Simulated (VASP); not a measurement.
Runs of VASP 6.6.1 on PtS2. The structure is that of space group P-3m1 (No. 164), or close to it. The cells are those of the table. 

```tsv
task	level	potentials or basis	cell	k mesh	cutoff (eV)	smearing	gap on the mesh (eV)	pressure (GPa)	largest force (eV/Å)
single point	LDA	VASP PAW LDA potentials, release 64 (Pt, S)	a = 3.553, b = 3.553, c = 5.123 Å, angles 90.0, 90.0, 120.0°, 3 atoms	12 × 12 × 6	500	gaussian 0.01 eV	0.60	-4.1	0.34
single point	r2SCAN	VASP PAW PBE potentials, release 64 (Pt, S)	a = 3.553, b = 3.553, c = 5.123 Å, angles 90.0, 90.0, 120.0°, 3 atoms	12 × 12 × 6	550	gaussian 0.01 eV	0.87	1.2	0.05
dielectric tensor	PBE	VASP PAW PBE potentials, release 64 (Pt, S)	a = 3.553, b = 3.553, c = 5.123 Å, angles 90.0, 90.0, 120.0°, 3 atoms	9 × 9 × 4	400	gaussian 0.01 eV	0.85	-	-
single point	r2SCAN+rVV10	VASP PAW PBE potentials, release 64 (Pt, S)	a = 3.553, b = 3.553, c = 5.123 Å, angles 90.0, 90.0, 120.0°, 3 atoms	12 × 12 × 6	550	fermi-dirac 0.02 eV	0.85	0.2	(b)
single point	PBE+D3(BJ)	VASP PAW PBE potentials, release 64 (Pt, S)	a = 3.583, b = 3.583, c = 4.660 Å, angles 90.0, 90.0, 120.0°, 3 atoms	12 × 12 × 4	500	fermi-dirac 0.02 eV	0.07	-0.4	0.04
single point	PBE	VASP PAW PBE potentials, release 64 (Pt, S)	a = 3.553, b = 3.553, c = 5.123 Å, angles 90.0, 90.0, 120.0°, 3 atoms	12 × 12 × 6	500	fermi-dirac 0.02 eV	0.71	3.2	0.03
single point	PBE+D4	VASP PAW PBE potentials, release 64 (Pt, S)	a = 3.584, b = 3.584, c = 4.685 Å, angles 90.0, 90.0, 120.0°, 3 atoms	12 × 12 × 6	500	fermi-dirac 0.02 eV	0.12	-0.5	0.04
relaxation of cell and atoms	PBE+D3(BJ)	VASP PAW PBE potentials, release 64 (Pt, S)	relaxed from a = 3.549, b = 3.549, c = 5.597 Å, angles 90.0, 90.0, 120.0°, 3 atoms	12 × 12 × 4	500	fermi-dirac 0.02 eV	(a)	0.0	-
```

Alike in all rows: no spin polarisation.

Q: Fill in the values left out.

A: (a) 0.09; (b) 0.01.

Caveats: spin-orbit coupling is left out, which moves the levels of the heavy elements; the PAW data sets were made with another functional, which shifts forces and pressure a little (some runs).

A k mesh can miss the band edges, and the runs leave out spin-orbit coupling on Pt.
